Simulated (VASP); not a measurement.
Set up this calculation in VASP 6.6.1, as the native input.

```yaml
Task: relaxation of cell and atoms
Functional: PBE
Potentials_or_basis: VASP PAW PBE potentials, release 64 (Zn, S)
Cutoff: 600 eV
k_mesh: 6 × 6 × 2
Occupations: gaussian, width 0.01 eV
Spin: no spin polarisation
Target_pressure: 1 GPa
Dipole_correction: no
Further_INCAR_settings: ALGO = Normal; EDIFF = 1e-06; IBRION = 2; EDIFFG = -0.05; NSW = 100; ISIF = 3
```

The structure of ZnS lies in POSCAR:

```
ZnS
1.0
    3.8227000000      0.0000000000      0.0000000000
   -1.9113500000      3.3105553100      0.0000000000
    0.0000000000      0.0000000000     12.5200000000
Zn S
4 4
Direct
    0.0000000000      0.0000000000      0.0000000000
    0.0000000000      0.0000000000      0.5000000000
    0.3333333333      0.6666666667      0.2500000000
    0.6666666667      0.3333333333      0.7500000000
    0.0000000000      0.0000000000      0.1875000000
    0.0000000000      0.0000000000      0.6875000000
    0.3333333333      0.6666666667      0.4375000000
    0.6666666667      0.3333333333      0.9375000000
```

One way to write it, as run:

INCAR

```
  PREC = Accurate
  ENCUT = 600
  EDIFF = 1E-6
  ISMEAR = 0
  SIGMA = 0.01
  LREAL = False
  LASPH = True
  NELM = 80
  ALGO = Normal
  ISIF = 3
  LWAVE = False
  LCHARG = False
  GGA = PE
  IBRION = 2
  NSW = 100
  EDIFFG = -0.05
  PSTRESS = 10.0
```

KPOINTS

```
Automatic mesh
0
Gamma
  6 6 2
```

Potentials or basis: VASP PAW PBE potentials, release 64 (Zn, S).

Launch:

```bash
$ cat potpaw_PBE.64/Zn/POTCAR potpaw_PBE.64/S/POTCAR > POTCAR
$ mpirun -np 1 vasp_std > vasp.out
```

It gave:

The relaxed volume is 19.98 Å³/atom. The relaxed cell is a = 3.835 Å, b = 3.835 Å, c = 12.548 Å, α = 90.00°, β = 90.00°, γ = 120.00° and the space group after relaxing (to 0.1 Å) is P6_3mc (No. 186). The energy change on relaxing (the run minimises the enthalpy) is -1.3 meV/atom and the ionic steps are 2. The pressure after relaxing is 0.9 GPa and the largest force after relaxing is 0.011 eV/Å. The band gap on the k mesh is 2.09 eV.

Caveat: the cell is relaxed towards a set pressure, so the run minimises the enthalpy, not the energy.

Run time: 2 min on 1 thread of Intel(R) Xeon(R) 6975P-C (Granite Rapids) (shared host), peak memory 0.36 GiB.
